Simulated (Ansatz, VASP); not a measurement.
Two plane-wave programs on Sn

```
Sn
1.0
    -2.94828    2.95040    1.58882
     2.95040   -2.94828    1.58882
     2.94605    2.94605   -1.58493
Sn
2
Direct
  0.00003 0.99997 0.00000
  0.74997 0.25003 0.50000
```

Alike in both runs: task single point; functional r2SCAN; k mesh 11 × 11 × 8; occupations gaussian, width 0.2 eV; no spin polarisation.

```csv
,VASP,Ansatz
version,VASP 6.6.1,Ansatz 0.2.0
potentials or method,"VASP PAW PBE potentials, release 64 (Sn_d), cutoff 520 eV","plane waves (500 eV) with PAW, scalar-relativistic"
valence electrons in the cell,28,28
```

|  | VASP | Ansatz | Ansatz less VASP |
| --- | --- | --- | --- |
| pressure (GPa) | 0.0 | 0.0 | +0.01 |

VASP's potentials were made for PBE, not for r2SCAN.
